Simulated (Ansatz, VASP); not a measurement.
Two plane-wave programs on KF

The input INCAR:

```
SYSTEM = KF
ALGO = Normal ; EDIFF = 1E-7
ENCUT = 520 ; ISIF = 2
ISMEAR = 0 ; LASPH = .True.
LCHARG = .False. ; LREAL = .False.
LWAVE = .False. ; NBANDS = 15
NELM = 60 ; PREC = Accurate
SIGMA = 0.05
```

Contents of KPOINTS:

```
k-points
0
Gamma
  8 8 8
  0 0 0
```

Contents of POSCAR:

```
KF
1.0
   -0.0270654402      2.5262779762      2.5262779762
    2.5262779762     -0.0270654402      2.5262779762
    2.5262779762      2.5262779762     -0.0270654402
K F
1 1
Direct
    0.0000000000      0.0000000000      0.0000000000
    0.5000000000      0.5000000000      0.5000000000
```

Input for Ansatz:

```yaml
crystal:
  lattice:
    - [-0.0270654402, 2.5262779762, 2.5262779762]
    - [2.5262779762, -0.0270654402, 2.5262779762]
    - [2.5262779762, 2.5262779762, -0.0270654402]
  atoms:
    - { symbol: K, position: [0.0, 0.0, 0.0] }
    - { symbol: F, position: [0.5, 0.5, 0.5] }
basis:
  ecutwfc: 520.0
kpoints:
  mp_grid: { grid: [8, 8, 8] }
hamiltonian:
  xc: lda
scf:
  occupations: { method: gaussian, width: 0.05 }
output:
  forces: true
  stress: true
  eigenvalues: true
```

Alike in both runs: task single point; functional LDA; k mesh 8 × 8 × 8; occupations gaussian, width 0.05 eV; no spin polarisation.

|  | VASP | Ansatz |
| --- | --- | --- |
| version | VASP 6.6.1 | Ansatz 0.2.0 |
| potentials or method | VASP PAW LDA potentials, release 64 (K_sv, F), cutoff 520 eV | scalar-relativistic, plane waves, PAW |
| valence electrons in the cell | 16 | 16 |

Ansatz gave:

* gap on the k mesh at the Fermi level (eV): 6.65
* least direct gap on the mesh (eV): 6.65
* pressure (GPa): 2.4
* traceless stress, the component that is largest in VASP (GPa): 0.12

Problem. Estimate VASP's values.

Solution. gap on the k mesh at the Fermi level (eV): 6.63; least direct gap on the mesh (eV): 6.63; pressure (GPa): 2.7; traceless stress, the component that is largest in VASP (GPa): 0.12.

LDA's correlation is that of Perdew and Zunger in VASP and of Perdew and Wang (1992) in Ansatz.
